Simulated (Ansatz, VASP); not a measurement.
# Two plane-wave programs on AlCo

File POSCAR:

```
AlCo
1.0
    2.8794434698      0.0000000000      0.0000000000
    0.0000000000      2.8794434698      0.0000000000
    0.0000000000      0.0000000000      2.8794434698
Al Co
1 1
Direct
    0.0000000000      0.0000000000      0.0000000000
    0.5000000000      0.5000000000      0.5000000000
```

File INCAR.step1:

```
PREC     = Accurate       # precision mode
ENCUT    = 520            # plane-wave cutoff, eV
ISMEAR   = 0              # smearing method
SIGMA    = 0.1            # smearing width, eV
LREAL    = False          # projectors in reciprocal space
LASPH    = True           # aspherical terms in the spheres
NELM     = 150            # most SCF steps
ISPIN    = 2              # spin polarisation
MAGMOM   = 0 0.16         # initial moments
LMAXMIX  = 4              # l up to which the mixer works
NBANDS   = 17             # bands
GGA      = PE             # functional
ALGO     = Normal         # electronic algorithm
EDIFF    = 1E-4           # SCF threshold, eV
LWAVE    = True           # write WAVECAR
LCHARG   = False          # write CHGCAR
```

File INCAR.step2:

```
PREC     = Accurate       # precision mode
ENCUT    = 520            # plane-wave cutoff, eV
EDIFF    = 1E-6           # SCF threshold, eV
ISMEAR   = 0              # smearing method
SIGMA    = 0.1            # smearing width, eV
LREAL    = False          # projectors in reciprocal space
LASPH    = True           # aspherical terms in the spheres
NELM     = 150            # most SCF steps
ALGO     = Normal         # electronic algorithm
ISIF     = 2              # what is computed and relaxed
LWAVE    = False          # write WAVECAR
LCHARG   = True           # write CHGCAR
ISPIN    = 2              # spin polarisation
MAGMOM   = 0 0.16         # initial moments
LORBIT   = 11             # projections on sites
LMAXMIX  = 4              # l up to which the mixer works
METAGGA  = R2SCAN         # meta-GGA
LMIXTAU  = True         
LELF     = True           # ELF
LVHAR    = True         
NBANDS   = 17             # bands
ISTART   = 1
```

KPOINTS

```
Automatic mesh
0
Gamma
  14 14 14
```

Input for Ansatz:

```yaml
crystal:
  lattice:
    - [2.8794434698, 0.0, 0.0]
    - [0.0, 2.8794434698, 0.0]
    - [0.0, 0.0, 2.8794434698]
  atoms:
    - { symbol: Al, position: [0.0, 0.0, 0.0] }
    - { symbol: Co, position: [0.5, 0.5, 0.5], spin: 0.16 }
basis:
  ecutwfc: 500
kpoints:
  mp_grid: { grid: [14, 14, 14] }
hamiltonian:
  xc: r2scan
scf:
  occupations: { method: gaussian, width: 0.1 }
output:
  forces: true
  stress: true
  eigenvalues: true
  populations: true
magnetization:
  spin_polarized: true
```

Alike in both runs: task single point; functional r2SCAN; k mesh 14 × 14 × 14; occupations gaussian, width 0.1 eV; collinear spin.

```csv
,VASP,Ansatz
version,VASP 6.6.1,Ansatz 0.2.0
potentials or method,"VASP PAW PBE potentials, release 64 (Al, Co), cutoff 520 eV","scalar-relativistic, plane waves, PAW"
valence electrons in the cell,12,20
```

Ansatz gave:

| Quantity | Value |
| --- | --- |
| gap on the k mesh at the Fermi level (eV) | none |
| pressure (GPa) | -10.1 |
| net moment per atom (μB) | 0.06 |
| size of the moment on the site where the two differ most (μB) | 0.19 |

**Question.** What did VASP give for the same quantities?

**Answer.** gap on the k mesh at the Fermi level (eV): none; pressure (GPa): -10.7; net moment per atom (μB): 0.00; size of the moment on the site where the two differ most (μB): 0.00.

VASP's potentials were made for PBE, not for r2SCAN. Site moments also hang on the region over which each program counts them. A gap of «none» marks a metal or a gap that the smearing closes. VASP's potentials hold 12 valence electrons a cell and Ansatz's 20, so a difference there can come from the potentials and not from the codes. Ansatz's warnings: stability check not made.
